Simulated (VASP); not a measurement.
A run of VASP 6.6.1:

The input POSCAR:

```
Sb
1.0
    0.1822230636      2.3674405489      2.4715211922
    2.4284216325      0.0003929861      2.6479282064
    2.2438616971      2.3652441546      0.1868383778
Sb
1
Direct
    0.0000000000      0.0000000000      0.0000000000
```

Contents of INCAR.step1:

```
SYSTEM = Sb
PREC = Accurate ; ENCUT = 520
EDIFF = 1E-5 ; ISMEAR = -1
SIGMA = 0.05 ; LREAL = .False.
LASPH = .True. ; NELM = 60
ALGO = Normal ; ISIF = 2
LWAVE = .True. ; LCHARG = .False.
NBANDS = 8 ; GGA = PE
```

Contents of INCAR.step2:

```
SYSTEM = Sb
PREC = Accurate ; ENCUT = 520
EDIFF = 1E-7 ; ISMEAR = -1
SIGMA = 0.05 ; LREAL = .False.
LASPH = .True. ; NELM = 60
ALGO = Normal ; ISIF = 2
LWAVE = .False. ; LCHARG = .False.
GGA = PS ; LHFCALC = .True.
AEXX = 0.25 ; PRECFOCK = Normal
NBANDS = 8 ; ISTART = 1
```

KPOINTS

```
regular mesh
0
Gamma
  5 5 5
  0 0 0
```

Potentials or basis: VASP PAW PBE potentials, release 64 (Sb).

Run with:

```sh
$ cat potpaw_PBE.64/Sb/POTCAR > POTCAR
$ cp INCAR.step1 INCAR
$ mpirun -np 1 vasp_std > vasp.out
$ cp INCAR.step2 INCAR
$ mpirun -np 1 vasp_std > vasp.out
```

Hardware: 1 thread of Intel(R) Xeon(R) 6975P-C (Granite Rapids), on a shared host.

Problem. Estimate the wall time of this run.

Solution. Wall time 13 min on 1 thread of Intel(R) Xeon(R) 6975P-C (Granite Rapids), on a shared host, peak memory 0.17 GiB. Counts: k points 63.
